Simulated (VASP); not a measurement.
LiH, 2 atoms in the cell. Symmetry: Pm-3m, No. 221, cubic system. Conventional cell: a = 2.814 Å, b = 2.814 Å, c = 2.814 Å, α = 90.00°, β = 90.00°, γ = 90.00°. Li (site symmetry m-3m) has 8 H at 2.44 Å and 6 Li at 2.81 Å within 3.2 Å. H (site symmetry m-3m) has 8 Li at 2.44 Å and 6 H at 2.81 Å within 3.2 Å. 

```yaml
Program: VASP 6.6.1
Task: relaxation of cell and atoms
Functional: PBE
Potentials_or_basis: VASP PAW PBE potentials, release 64 (Li_sv, H_h)
Cutoff: 910 eV
k_mesh: 6 × 6 × 6
Occupations: gaussian, width 0.1 eV
Spin: no spin polarisation
Dipole_correction: no
Second_run: hard_potentials
Further_INCAR_settings: ALGO = Normal; EDIFF = 1e-07; IBRION = 2; EDIFFG = -0.04; NSW = 90; ISIF = 3
```

Potentials or basis: VASP PAW PBE potentials, release 64 (Li_sv, H_h).

The run is started by

```bash
$ cat potpaw_PBE.64/Li_sv/POTCAR potpaw_PBE.64/H_h/POTCAR > POTCAR
$ mpirun -np 1 vasp_std > vasp.out
```

Hardware: 1 thread of AMD EPYC 7R43 64-Core Processor (Zen 3) (shared host).

Problem. How long does it take, and how much memory?

Solution. It took 31 s on 1 thread of AMD EPYC 7R43 64-Core Processor (Zen 3), on a shared host, peak memory 0.11 GiB. Counts: scf iterations 49, k points 20, ion steps 5.
